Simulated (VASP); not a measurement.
# K (Fm-3m) in VASP: further runs

The runs below take K through single point, relaxation of cell and atoms, with BLYP.

Everything below comes from runs of VASP 6.6.1. Logs are shortened: lines on timing, memory, paths and dates and some standing lists are left out, and cuts for length are marked.

### 1 The cell of the first run

It takes space group Fm-3m (No. 225, cubic). Conventional cell: a = 6.981 Å, b = 6.981 Å, c = 6.981 Å, α = 90.00°, β = 90.00°, γ = 90.00°.

### 2 Single point, BLYP (volume scaled by 1.12)

The input, INCAR:

```
PREC     = Accurate       # precision mode
ENCUT    = 520            # plane-wave cutoff, eV
EDIFF    = 1E-7           # SCF threshold, eV
ISMEAR   = -1             # smearing method
SIGMA    = 0.1            # smearing width, eV
LREAL    = F              # projectors in reciprocal space
LASPH    = T              # aspherical terms in the spheres
NELM     = 60             # most SCF steps
ALGO     = Normal         # electronic algorithm
ISIF     = 2              # what is computed and relaxed
LWAVE    = F              # write WAVECAR
LCHARG   = F              # write CHGCAR
GGA      = B5             # functional
ALDAX    = 1.0          
AGGAX    = 1.0          
AGGAC    = 1.0          
ALDAC    = 0.0          
NBANDS   = 10             # bands
```

The input, KPOINTS:

```
regular mesh
0
Gamma
  9 9 9
```

The input, POSCAR:

```
K
1.0
    0.0000000000      3.4903644256      3.4903644256
    3.4903644256      0.0000000000      3.4903644256
    3.4903644256      3.4903644256      0.0000000000
K
1
Direct
    0.0000000000      0.0000000000      0.0000000000
```

Potentials or basis: VASP PAW PBE potentials, release 64 (K_sv).

The run is started by

```bash
> cat potpaw_PBE.64/K_sv/POTCAR > POTCAR
> mpirun -np 1 vasp_std > vasp.out
```

OUTCAR:

```text
PREC = Accurate
   ENCUT = 520
   EDIFF = 1E-7
   ISMEAR = -1
   LREAL = F
   LASPH = T
   NELM = 60
   ISIF = 2
   GGA = B5

 ion  position               nearest neighbor table
   1  0.000  0.000  0.000-

  LATTYP: Found a face centered cubic cell.
 ALAT       =     6.9807288512

  Lattice vectors:

 A1 = (   0.0000000000,   3.4903644256,   3.4903644256)
 A2 = (   3.4903644256,   0.0000000000,   3.4903644256)
 A3 = (   3.4903644256,   3.4903644256,   0.0000000000)

Analysis of symmetry for initial positions (statically):
=====================================================================
 Subroutine PRICEL returns:
 Original cell was already a primitive cell.

 Routine SETGRP: Setting up the symmetry group for a
 face centered cubic supercell.

 Subroutine GETGRP returns: Found 48 space group operations
 (whereof 48 operations were pure point group operations)
 out of a pool of 48 trial point group operations.

The static configuration has the point symmetry O_h .

Analysis of symmetry for dynamics (positions and initial velocities):
=====================================================================
 Subroutine PRICEL returns:
 Original cell was already a primitive cell.

 Routine SETGRP: Setting up the symmetry group for a
 face centered cubic supercell.

 Subroutine GETGRP returns: Found 48 space group operations
 (whereof 48 operations were pure point group operations)
 out of a pool of 48 trial point group operations.

The dynamic configuration has the point symmetry O_h .

 Subroutine INISYM returns: Found 48 space group operations
 (whereof 48 operations are pure point group operations),
 and found     1 'primitive' translations

----------------------------------------------------------------------------------------

                                     Primitive cell

  volume of cell :      85.0437

  direct lattice vectors                    reciprocal lattice vectors
     0.000000000  3.490364426  3.490364426    -0.143251517  0.143251517  0.143251517
     3.490364426  0.000000000  3.490364426     0.143251517 -0.143251517  0.143251517
     3.490364426  3.490364426  0.000000000     0.143251517  0.143251517 -0.143251517

  length of vectors
     4.936120708  4.936120708  4.936120708     0.248118906  0.248118906  0.248118906
[... 79 lines left out ...]
   EDIFF  = 0.1E-06   stopping-criterion for ELM
   LREAL  =      F    real-space projection
   EDIFFG = 0.1E-05   stopping-criterion for IOM
   NSW    =      0    number of steps for IOM
   IBRION =     -1    ionic relax: 0-MD 1-quasi-New 2-CG
   NFREE  =      0    steps in history (QN), initial steepest desc. (CG)
   ISIF   =      2    stress and relaxation
   ISYM   =      2    0-nonsym 1-usesym 2-fastsym
   POTIM  = 0.5000    time-step for ionic-motion
   TEBEG  =    0.0;   TEEND  =   0.0 temperature during run
   PSTRESS=    0.0 pullay stress
   NELECT =       9.0000    total number of electrons
   NUPDOWN=      -1.0000    fix difference up-down
   EMIN   =  10.00;   EMAX   =-10.00  energy-range for DOS
   EFERMI =   0.00;   METHOD = LEGACY
   ISMEAR =    -1;   SIGMA  =   0.10  broadening in eV -4-tet -1-fermi 0-gaus
   EFERMI_NEDOS =   21; number of points for ismear=-14 and -15
   IALGO  =     38    algorithm
   IMIX   =      4    mixing-type and parameters
     AMIX     =   0.40;   BMIX     =  1.00
     AMIX_MAG =   1.60;   BMIX_MAG =  1.00
  volume/ion in A,a.u.               =      85.04       573.90
  Fermi-wavevector in a.u.,A,eV,Ry     =   0.774358  1.463324  8.158457  0.599630
  Thomas-Fermi vector in A             =   1.876397
   LORBIT       =      0    0 simple, 1 ext, 2 COOP (PROOUT), +10 PAW based schemes
   GGA     = B5    functional components
   LHFCALC =     F    Hartree Fock is set to
   AEXX    =    0.0000 exact exchange contribution
   IVDW    =     0    specifies the selected vdW correction
   LEPSILON=     F    determine dielectric tensor
   LRPA    =     F    only Hartree local field effects (RPA)
 non-spin polarized calculation
  energy-cutoff  :      520.00
  volume of cell :       85.04
 maximum number of plane-waves:      2301
 NGX is ok and might be reduce to    40
   NGX = 19   NGY = 19   NGZ = 19

 number of electron       9.0000000 magnetization

 Free energy of the ion-electron system (eV)
  ---------------------------------------------------
  ext. energy  EPLUGINS =         0.00000000
  ---------------------------------------------------
  free energy    TOTEN  =        -0.70992107 eV

  energy without entropy =       -0.68236857  energy(sigma->0) =       -0.69614482

 E-fermi :   0.0239     XC(G=0):  -4.9234

 val. band max:       -0.0728958472   @ k =   0.4444   0.0000   0.0000
 cond. band min:       0.0722685887   @ k =  -0.3333   0.2222   0.0000
 fundamental gap:      0.1451644359
 Fermi energy:         0.0239371678

 k-point     1 :       0.0000    0.0000    0.0000
  band No.  band energies     occupation
      1     -32.3383      2.00000
      2     -15.8807      2.00000
      3     -15.8807      2.00000
      4     -15.8807      2.00000
      5      -1.9653      2.00000
      6       3.8430      0.00000
      7       3.8430      0.00000
      8       3.8430      0.00000
      9       4.8969      0.00000
     10       4.8969      0.00000
[... 287 lines left out ...]
 k-point    24 :       0.4444    0.4444    0.0000
  band No.  band energies     occupation
      1     -32.3360      2.00000
      2     -15.9165      2.00000
      3     -15.8949      2.00000
      4     -15.8949      2.00000
      5       0.5221      0.01363
      6       1.6868      0.00000
      7       2.2811      0.00000
      8       4.3706      0.00000
      9       4.3706      0.00000
     10       4.6567      0.00000

 [... further k-points ...]

------------------------ aborting loop because EDIFF is reached ----------------------------------------

  FORCE on cell =-STRESS in cart. coord.  units (eV):
  Direction    XX          YY          ZZ          XY          YZ          ZX
  --------------------------------------------------------------------------------------
  -------------------------------------------------------------------------------------
  Total       -0.1478349     -0.1478349     -0.1478349      0.0000000     -0.0000000      0.0000000
  in kB       -2.7851285     -2.7851285     -2.7851285      0.0000000     -0.0000000      0.0000000
  external PRESSURE =      -2.7851285 kB  Pullay stress =       0.0000000 kB

 VOLUME and BASIS-vectors are now :
 -----------------------------------------------------------------------------
  energy-cutoff  :      520.00
  volume of cell :       85.04
      direct lattice vectors                 reciprocal lattice vectors
     0.000000000  3.490364426  3.490364426    -0.143251517  0.143251517  0.143251517
     3.490364426  0.000000000  3.490364426     0.143251517 -0.143251517  0.143251517
     3.490364426  3.490364426  0.000000000     0.143251517  0.143251517 -0.143251517

 POSITION                                       TOTAL-FORCE (eV/Angst)
 -----------------------------------------------------------------------------------
      0.00000      0.00000      0.00000         0.000000      0.000000      0.000000
 -----------------------------------------------------------------------------------
    total drift:                               -0.000000     -0.000000     -0.000000

  FREE ENERGIE OF THE ION-ELECTRON SYSTEM (eV)
  ---------------------------------------------------
  free  energy   TOTEN  =        -0.7099210728 eV

  energy  without entropy=       -0.6823685654  energy(sigma->0) =       -0.69614482
```

OSZICAR:

```text
N       E                     dE             d eps       ncg     rms          rms(c)
DAV:   1     0.457582840375E+02    0.45758E+02   -0.35913E+03   700   0.680E+02
DAV:   2     0.100043573774E+01   -0.44758E+02   -0.44138E+02   760   0.187E+02
DAV:   3    -0.626865517055E+00   -0.16273E+01   -0.16200E+01  1078   0.288E+01
DAV:   4    -0.709157673342E+00   -0.82292E-01   -0.82153E-01   978   0.476E+00
DAV:   5    -0.710995668779E+00   -0.18380E-02   -0.18376E-02  1092   0.574E-01    0.213E+00
DAV:   6    -0.709839752114E+00    0.11559E-02   -0.18303E-03  1068   0.283E-01    0.135E+00
DAV:   7    -0.709739676922E+00    0.10008E-03   -0.36460E-03  1086   0.339E-01    0.617E-02
DAV:   8    -0.709830548714E+00   -0.90872E-04   -0.28492E-04   832   0.156E-01    0.161E-02
DAV:   9    -0.709904338494E+00   -0.73790E-04   -0.14987E-04   808   0.449E-02    0.117E-02
DAV:  10    -0.709917143233E+00   -0.12805E-04   -0.29690E-05   822   0.242E-02    0.434E-03
DAV:  11    -0.709920810795E+00   -0.36676E-05   -0.12771E-05   818   0.117E-02    0.709E-04
DAV:  12    -0.709920986166E+00   -0.17537E-06   -0.96936E-07   998   0.316E-03    0.519E-04
DAV:  13    -0.709921072794E+00   -0.86628E-07   -0.27628E-07   812   0.150E-03
   1 F= -.70992107E+00 E0= -.69614482E+00  d E =-.275525E-01
```

Run time: 43 s. Hardware: 1 thread of Intel Xeon 6975P-C, shared host; peak memory 0.24 GiB.

What came out:

* Free energy: -0.7099 eV
* Pressure: -0.3 GPa

Caveat: the cell differs from its parent crystal (volume scaled by 1.12); the PAW data sets were made with another functional, which shifts forces and pressure a little.

### 3 Relaxation of cell and atoms, BLYP

This run uses another cell than the first one, of 71.32 Å³/atom, 0.839 times its volume.

The input, INCAR:

```
AGGAC    = 1.0          
AGGAX    = 1.0          
ALDAC    = 0.0          
ALDAX    = 1.0          
ALGO     = Normal         # electronic algorithm
EDIFF    = 1E-7           # SCF threshold, eV
EDIFFG   = -0.01          # ionic threshold
ENCUT    = 600            # plane-wave cutoff, eV
GGA      = B5             # functional
IBRION   = 2              # ionic algorithm
ISIF     = 3              # what is computed and relaxed
ISMEAR   = -1             # smearing method
LASPH    = T              # aspherical terms in the spheres
LCHARG   = F              # write CHGCAR
LREAL    = F              # projectors in reciprocal space
LWAVE    = F              # write WAVECAR
NELM     = 80             # most SCF steps
NSW      = 80             # ionic steps
PREC     = Accurate       # precision mode
SIGMA    = 0.1            # smearing width, eV
```

The input, KPOINTS:

```
k-points
0
Gamma
  8 8 8
```

The input, POSCAR:

```
K
1.0
    0.0000000000      3.2915437429      3.2915437429
    3.2915437429      0.0000000000      3.2915437429
    3.2915437429      3.2915437429      0.0000000000
K
1
Direct
    0.0000000000      0.0000000000      0.0000000000
```

Potentials or basis: VASP PAW PBE potentials, release 64 (K_sv).

The run is started by

```bash
> cat potpaw_PBE.64/K_sv/POTCAR > POTCAR
> mpirun -np 1 vasp_std > vasp.out
```

Run time: 2.6 min. Hardware: 1 thread of Intel Xeon 6975P-C, shared host; peak memory 0.25 GiB.

It converged, with:

| Item | Value |
| --- | --- |
| Free energy | -0.7161 eV |
| Relaxed volume | 76.26 Å³/atom |
| Relaxed cell | a = 4.760 Å, b = 4.760 Å, c = 4.760 Å, α = 60.00°, β = 60.00°, γ = 60.00° |
| Space group after relaxing (to 0.05 Å) | Fm-3m (No. 225) |
| Energy gained by relaxing | 3.5 meV/atom |
| Ionic steps | 5 |
| Pressure after relaxing | 0.0 GPa |

The path:
```
step  energy change (eV)  largest force (eV/Å)  pressure (GPa)  volume (Å³)
   1              0.0000                0.0000            0.24        71.32
   2             -0.0014                0.0000            0.18        72.41
   3             -0.0028                0.0000            0.10        73.99
   4             -0.0034                0.0000           -0.04        77.22
   5             -0.0035                0.0000            0.00        76.26
```

Final structure:
```xyz
1
Lattice="0.0000 3.3658 3.3658 3.3658 0.0000 3.3658 3.3658 3.3658 0.0000" Properties=species:S:1:pos:R:3 pbc="T T T"
K     0.0000    0.0000    0.0000
```

Levels at points of the mesh, in eV from the Fermi level:
| k point | band 3 | band 4 | band 5 | band 6 | band 7 | band 8 |
| --- | --- | --- | --- | --- | --- | --- |
| (0.00, 0.00, 0.00) | -15.79 | -15.79 | -2.09 | 3.97 | 3.97 | 3.97 |
| (0.50, 0.00, 0.00) | -15.80 | -15.80 | 0.26 | 0.65 | 3.79 | 3.79 |
| (0.50, 0.50, 0.00) | -15.81 | -15.81 | 0.93 | 1.41 | 2.26 | 4.80 |

Caveat: the PAW data sets were made with another functional, which shifts forces and pressure a little.

### 4 Single point, BLYP

This run uses another cell than the first one, of 75.93 Å³/atom, 0.893 times its volume.

The input, INCAR:

```
SYSTEM = K
PREC     = Accurate       ! precision mode
ENCUT    = 520            ! plane-wave cutoff, eV
EDIFF    = 1E-6           ! SCF threshold, eV
ISMEAR   = -1             ! smearing method
SIGMA    = 0.1            ! smearing width, eV
LREAL    = .FALSE.        ! projectors in reciprocal space
LASPH    = .TRUE.         ! aspherical terms in the spheres
NELM     = 100            ! most SCF steps
ALGO     = Normal         ! electronic algorithm
ISIF     = 2              ! what is computed and relaxed
LWAVE    = .FALSE.        ! write WAVECAR
LCHARG   = .TRUE.         ! write CHGCAR
GGA      = B5             ! functional
ALDAX    = 1.0          
AGGAX    = 1.0          
AGGAC    = 1.0          
ALDAC    = 0.0          
LELF     = .TRUE.         ! ELF
LVHAR    = .TRUE.       
NBANDS   = 10             ! bands
```

The input, KPOINTS:

```
Automatic mesh
0
G
  13 13 13
  0 0 0
```

The input, POSCAR:

```
K
1.0
    0.0000000000      3.3609710066      3.3609710066
    3.3609710066      0.0000000000      3.3609710066
    3.3609710066      3.3609710066      0.0000000000
K
1
Direct
    0.0000000000      0.0000000000      0.0000000000
```

The run is started by

```bash
> cat potpaw_PBE.64/K_sv/POTCAR > POTCAR
> mpirun -np 1 vasp_std > vasp.out
```

Run time: 58 s. Hardware: 1 thread of Intel Xeon 6975P-C, shared host; peak memory 0.23 GiB.

The run converged. Its results:

```
Free energy : -0.7176 eV
Pressure    : 0.0 GPa
```

Levels at points of the mesh, in eV from the Fermi level:
| k point | band 3 | band 4 | band 5 | band 6 | band 7 | band 8 |
| --- | --- | --- | --- | --- | --- | --- |
| (0.00, 0.00, 0.00) | -15.82 | -15.82 | -2.13 | 3.94 | 3.94 | 3.94 |

Caveat: the PAW data sets were made with another functional, which shifts forces and pressure a little.

### 5 Summary

```tsv
task	cell	k mesh	cutoff (eV)	gap on the mesh (eV)	pressure (GPa)
single point	a = 4.936 Å, angles 60.0°, 1 atom	9 × 9 × 9	520	none	-0.3
relaxation of cell and atoms	relaxed from a = 4.655 Å, angles 60.0°, 1 atom	8 × 8 × 8	600	none	0.0
single point	a = 4.753 Å, angles 60.0°, 1 atom	13 × 13 × 13	520	none	0.0
```

Alike in all rows: level BLYP; potentials or basis VASP PAW PBE potentials, release 64 (K_sv); no spin polarisation; smearing fermi-dirac 0.1 eV.

Caveats: the PAW data sets were made with another functional, which shifts forces and pressure a little.

Total energies depend on the potentials used, so only differences within one code and one set of settings carry meaning.
